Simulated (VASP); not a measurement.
# AlN (Fm-3m) in VASP: further runs

The runs below take AlN through single point, with PBE.

Program: VASP 6.6.1. These are calculated values, not measurements. Logs are shortened: lines on timing, memory, paths and dates and some standing lists are left out, and cuts for length are marked.

## (1) The cell of the first run

It takes space group Fm-3m (No. 225, cubic). The conventional cell has a = 4.344 Å, b = 4.344 Å, c = 4.344 Å, α = 90.00°, β = 90.00°, γ = 90.00°. Al (site symmetry m-3m) has 6 N at 2.17 Å within 2.9 Å. N (site symmetry m-3m) has 6 Al at 2.17 Å within 2.9 Å.

## (2) Single point, PBE (Ga replaced by Al, lengths x 0.997, strained)

The input, INCAR:

```
PREC = Accurate
ENCUT = 600
EDIFF = 1E-6
ISMEAR = 0
SIGMA = 0.02
LREAL = False
LASPH = True
NELM = 120
ALGO = Normal
ISIF = 2
LWAVE = False
LCHARG = True
GGA = PE
LELF = True
LVHAR = True
NBANDS = 11
GGA_COMPAT = False
```

The input, KPOINTS:

```
regular mesh
0
Gamma
  10 10 10
```

The input, POSCAR:

```
AlN
1.0
    0.0000000000      2.1721267716      2.1721267716
    2.1721267716      0.0000000000      2.1721267716
    2.1721267716      2.1721267716      0.0000000000
Al N
1 1
Direct
    0.0000000000      0.0000000000      0.0000000000
    0.5000000000      0.5000000000      0.5000000000
```

Potentials or basis: VASP PAW PBE potentials, release 64 (Al, N).

Run with:

```console
cat potpaw_PBE.64/Al/POTCAR potpaw_PBE.64/N/POTCAR > POTCAR
mpirun -np 1 vasp_std > vasp.out
```

OUTCAR:

```text
PREC = Accurate
   ENCUT = 600
   EDIFF = 1E-6
   ISMEAR = 0
   LREAL = False
   LASPH = True
   NELM = 120
   ISIF = 2
   GGA = PE

 ion  position               nearest neighbor table
   1  0.000  0.000  0.000-   2 2.17   2 2.17   2 2.17   2 2.17   2 2.17   2 2.17
   2  0.500  0.500  0.500-   1 2.17   1 2.17   1 2.17   1 2.17   1 2.17   1 2.17

  LATTYP: Found a face centered cubic cell.
 ALAT       =     4.3442535432

  Lattice vectors:

 A1 = (   0.0000000000,   2.1721267716,   2.1721267716)
 A2 = (   2.1721267716,   0.0000000000,   2.1721267716)
 A3 = (   2.1721267716,   2.1721267716,   0.0000000000)

Analysis of symmetry for initial positions (statically):
=====================================================================
 Subroutine PRICEL returns:
 Original cell was already a primitive cell.

 Routine SETGRP: Setting up the symmetry group for a
 face centered cubic supercell.

 Subroutine GETGRP returns: Found 48 space group operations
 (whereof 48 operations were pure point group operations)
 out of a pool of 48 trial point group operations.

The static configuration has the point symmetry O_h .

Analysis of symmetry for dynamics (positions and initial velocities):
=====================================================================
 Subroutine PRICEL returns:
 Original cell was already a primitive cell.

 Routine SETGRP: Setting up the symmetry group for a
 face centered cubic supercell.

 Subroutine GETGRP returns: Found 48 space group operations
 (whereof 48 operations were pure point group operations)
 out of a pool of 48 trial point group operations.

The dynamic configuration has the point symmetry O_h .

 Subroutine INISYM returns: Found 48 space group operations
 (whereof 48 operations are pure point group operations),
 and found     1 'primitive' translations

----------------------------------------------------------------------------------------

                                     Primitive cell

  volume of cell :      20.4968

  direct lattice vectors                    reciprocal lattice vectors
     0.000000000  2.172126772  2.172126772    -0.230189143  0.230189143  0.230189143
     2.172126772  0.000000000  2.172126772     0.230189143 -0.230189143  0.230189143
     2.172126772  2.172126772  0.000000000     0.230189143  0.230189143 -0.230189143

  length of vectors
     3.071851140  3.071851140  3.071851140     0.398699291  0.398699291  0.398699291

  position of ions in fractional coordinates (direct lattice)
     0.000000000  0.000000000  0.000000000
     0.500000000  0.500000000  0.500000000

  ion indices of the primitive-cell ions
   primitive index   ion index
                 1           1
                 2           2

----------------------------------------------------------------------------------------

 KPOINTS: regular mesh

Automatic generation of k-mesh.
 Grid dimensions read from file:
 generate k-points for:   10   10   10

 Generating k-lattice:

  Cartesian coordinates                     Fractional coordinates (reciprocal lattice)
    -0.023018914  0.023018914  0.023018914     0.100000000  0.000000000  0.000000000
     0.023018914 -0.023018914  0.023018914     0.000000000  0.100000000  0.000000000
     0.023018914  0.023018914 -0.023018914     0.000000000  0.000000000  0.100000000

  Length of vectors
     0.039869929  0.039869929  0.039869929

  Shift w.r.t. Gamma in fractional coordinates (k-lattice)
     0.000000000  0.000000000  0.000000000

 Subroutine IBZKPT returns following result:
 ===========================================

 Found     47 irreducible k-points:

 Following reciprocal coordinates:
            Coordinates               Weight
  0.000000  0.000000  0.000000      1.000000
  0.100000  0.000000  0.000000      8.000000
  0.200000  0.000000  0.000000      8.000000
  0.300000  0.000000  0.000000      8.000000
  0.400000  0.000000  0.000000      8.000000
  0.500000  0.000000  0.000000      4.000000
[... 16 lines left out ...]
  0.300000  0.300000  0.000000      6.000000
  0.400000  0.300000  0.000000     24.000000
 [... further k-points ...]
   k-points           NKPTS =     47   k-points in BZ     NKDIM =     47   number of bands    NBANDS=     11
   number of dos      NEDOS =    301   number of ions     NIONS =      2
   total plane-waves  NPLWV =  21952
   dimension x,y,z NGX =    28 NGY =   28 NGZ =   28
   dimension x,y,z NGXF=    56 NGYF=   56 NGZF=   56
   ions per type =               1   1
   NGX,Y,Z   is equivalent  to a cutoff of  15.15, 15.15, 15.15 a.u.
   NGXF,Y,Z  is equivalent  to a cutoff of  30.31, 30.31, 30.31 a.u.
 SYSTEM =  unknown system
   PREC   = accura    normal or accurate (medium, high low for compatibility)
   ISTART =      0    job   : 0-new  1-cont  2-samecut
   ICHARG =      2    charge: 1-file 2-atom 10-const
   ISPIN  =      1    spin polarized calculation?
   LNONCOLLINEAR =      F non collinear calculations
   LSORBIT =      F    spin-orbit coupling
   LASPH  =      T    aspherical Exc in radial PAW
   ENCUT  =  600.0 eV  44.10 Ry    6.64 a.u.   6.14  6.14  6.14*2*pi/ulx,y,z
   NELM   =    120;   NELMIN=  2; NELMDL= -5     # of ELM steps
   EDIFF  = 0.1E-05   stopping-criterion for ELM
   LREAL  =      F    real-space projection
   EDIFFG = 0.1E-04   stopping-criterion for IOM
   NSW    =      0    number of steps for IOM
   IBRION =     -1    ionic relax: 0-MD 1-quasi-New 2-CG
   NFREE  =      0    steps in history (QN), initial steepest desc. (CG)
   ISIF   =      2    stress and relaxation
   ISYM   =      2    0-nonsym 1-usesym 2-fastsym
   POTIM  = 0.5000    time-step for ionic-motion
   TEBEG  =    0.0;   TEEND  =   0.0 temperature during run
   PSTRESS=    0.0 pullay stress
   NELECT =       8.0000    total number of electrons
   NUPDOWN=      -1.0000    fix difference up-down
   EMIN   =  10.00;   EMAX   =-10.00  energy-range for DOS
   EFERMI =   0.00;   METHOD = LEGACY
   ISMEAR =     0;   SIGMA  =   0.02  broadening in eV -4-tet -1-fermi 0-gaus
   EFERMI_NEDOS =   21; number of points for ismear=-14 and -15
   IALGO  =     38    algorithm
   IMIX   =      4    mixing-type and parameters
     AMIX     =   0.40;   BMIX     =  1.00
     AMIX_MAG =   1.60;   BMIX_MAG =  1.00
  volume/ion in A,a.u.               =      10.25        69.16
  Fermi-wavevector in a.u.,A,eV,Ry     =   1.196400  2.260868 19.475004  1.431372
  Thomas-Fermi vector in A             =   2.332341
   LORBIT       =      0    0 simple, 1 ext, 2 COOP (PROOUT), +10 PAW based schemes
   GGA     = PE    functional components
   LHFCALC =     F    Hartree Fock is set to
   AEXX    =    0.0000 exact exchange contribution
   IVDW    =     0    specifies the selected vdW correction
   LEPSILON=     F    determine dielectric tensor
   LRPA    =     F    only Hartree local field effects (RPA)
 non-spin polarized calculation
 Gauss-broadening in eV      SIGMA  =   0.02
  energy-cutoff  :      600.00
  volume of cell :       20.50
 maximum number of plane-waves:       701
 NGX is ok and might be reduce to    28
   NGX = 13   NGY = 13   NGZ = 13

 number of electron       8.0000000 magnetization

 Free energy of the ion-electron system (eV)
  ---------------------------------------------------
  ext. energy  EPLUGINS =         0.00000000
  ---------------------------------------------------
  free energy    TOTEN  =       -14.10340899 eV

  energy without entropy =      -14.10340899  energy(sigma->0) =      -14.10340899

 E-fermi :   7.5377     XC(G=0): -11.3163

 val. band max:        7.4066581198   @ k =   0.0000   0.0000   0.0000
 cond. band min:      10.1247700159   @ k =   0.5000   0.5000   0.0000
 fundamental gap:      2.7181118961
 Fermi energy:         7.5376625908

 k-point     1 :       0.0000    0.0000    0.0000
  band No.  band energies     occupation
      1      -8.3578      2.00000
      2       7.4067      2.00000
      3       7.4067      2.00000
      4       7.4067      2.00000
      5      10.3043      0.00000
      6      18.8591      0.00000
      7      18.8591      0.00000
      8      18.8591      0.00000
      9      22.8397      0.00000
     10      22.8397      0.00000
     11      22.8397      0.00000

 k-point     2 :       0.1000    0.0000    0.0000
  band No.  band energies     occupation
      1      -8.1933      2.00000
      2       6.3457      2.00000
      3       7.3250      2.00000
      4       7.3250      2.00000
      5      11.1100      0.00000
      6      17.9189      0.00000
      7      19.0235      0.00000
      8      19.0235      0.00000
      9      21.4344      0.00000
     10      21.4344      0.00000
     11      22.6421      0.00000

 k-point     3 :       0.2000    0.0000    0.0000
  band No.  band energies     occupation
      1      -7.7191      2.00000
      2       4.4501      2.00000
      3       7.1247      2.00000
      4       7.1247      2.00000
      5      12.1261      0.00000
      6      16.9685      0.00000
      7      18.6430      0.00000
      8      18.6430      0.00000
      9      21.3300      0.00000
     10      21.3300      0.00000
     11      22.0553      0.00000

 k-point     4 :       0.3000    0.0000    0.0000
  band No.  band energies     occupation
      1      -7.0096      2.00000
      2       2.5303      2.00000
      3       6.9005      2.00000
      4       6.9005      2.00000
      5      12.4463      0.00000
      6      17.0008      0.00000
      7      17.6795      0.00000
      8      17.6795      0.00000
      9      21.5430      0.00000
     10      22.8046      0.00000
     11      22.8046      0.00000

 k-point     5 :       0.4000    0.0000    0.0000
  band No.  band energies     occupation
      1      -6.2609      2.00000
      2       0.9912      2.00000
      3       6.7348      2.00000
      4       6.7348      2.00000
      5      12.3371      0.00000
      6      16.9962      0.00000
      7      16.9962      0.00000
      8      17.4264      0.00000
      9      21.4039      0.00000
     10      24.6834      0.00000
     11      24.6834      0.00000
[... 211 lines left out ...]
 k-point    21 :      -0.3000    0.2000    0.0000
  band No.  band energies     occupation
      1      -6.0950      2.00000
      2       1.8575      2.00000
      3       4.4616      2.00000
      4       6.6237      2.00000
      5      14.1145      0.00000
      6      15.2130      0.00000
      7      17.0626      0.00000
      8      17.7170      0.00000
      9      22.9899      0.00000
     10      24.2630      0.00000
     11      25.1197      0.00000

 k-point    22 :      -0.2000    0.2000    0.0000
  band No.  band energies     occupation
      1      -6.7813      2.00000
      2       2.9064      2.00000
      3       5.0931      2.00000
      4       6.9775      2.00000
      5      13.9415      0.00000
      6      16.0448      0.00000
      7      16.4604      0.00000
      8      17.9008      0.00000
      9      21.3334      0.00000
     10      24.3838      0.00000
     11      24.6729      0.00000

 k-point    23 :       0.3000    0.3000    0.0000
  band No.  band energies     occupation
      1      -6.5928      2.00000
      2       3.1277      2.00000
      3       5.7807      2.00000
      4       5.7807      2.00000
      5      12.1911      0.00000
      6      14.1866      0.00000
      7      16.8849      0.00000
      8      20.5682      0.00000
      9      20.5682      0.00000
     10      26.0095      0.00000
     11      28.4502      0.00000

 k-point    24 :       0.4000    0.3000    0.0000
  band No.  band energies     occupation
      1      -6.0356      2.00000
      2       2.3601      2.00000
      3       5.1499      2.00000
      4       5.5728      2.00000
      5      11.7509      0.00000
      6      14.1239      0.00000
      7      17.3460      0.00000
      8      20.4527      0.00000
      9      20.9914      0.00000
     10      26.9688      0.00000
     11      29.1447      0.00000

 [... further k-points ...]
[... 5 lines left out ...]
  --------------------------------------------------------------------------------------
  -------------------------------------------------------------------------------------
  Total       -4.2579334     -4.2579334     -4.2579334     -0.0000000     -0.0000000     -0.0000000
  in kB     -332.8311374   -332.8311374   -332.8311374     -0.0000000     -0.0000000     -0.0000000
  external PRESSURE =    -332.8311374 kB  Pullay stress =       0.0000000 kB

 VOLUME and BASIS-vectors are now :
 -----------------------------------------------------------------------------
  energy-cutoff  :      600.00
  volume of cell :       20.50
      direct lattice vectors                 reciprocal lattice vectors
     0.000000000  2.172126772  2.172126772    -0.230189143  0.230189143  0.230189143
     2.172126772  0.000000000  2.172126772     0.230189143 -0.230189143  0.230189143
     2.172126772  2.172126772  0.000000000     0.230189143  0.230189143 -0.230189143

 POSITION                                       TOTAL-FORCE (eV/Angst)
 -----------------------------------------------------------------------------------
      0.00000      0.00000      0.00000        -0.000000     -0.000000      0.000000
      2.17213      2.17213      2.17213         0.000000      0.000000     -0.000000
 -----------------------------------------------------------------------------------
    total drift:                                0.000000      0.000000      0.000000

  FREE ENERGIE OF THE ION-ELECTRON SYSTEM (eV)
  ---------------------------------------------------
  free  energy   TOTEN  =       -14.1034089939 eV

  energy  without entropy=      -14.1034089939  energy(sigma->0) =      -14.10340899
```

Wall time 20 s (1 thread of AMD EPYC 7R43 (Zen 3), shared host); peak memory 0.11 GiB.

Results:

```
Free energy            : -14.1034 eV
Pressure               : -33.3 GPa
Band gap on the k mesh : 2.72 eV, indirect (least direct gap 2.90 eV)
```

Caveat: the cell differs from its parent crystal (Ga replaced by Al, lengths x 0.997, strained).

(Part 1 of 2 ends here.)
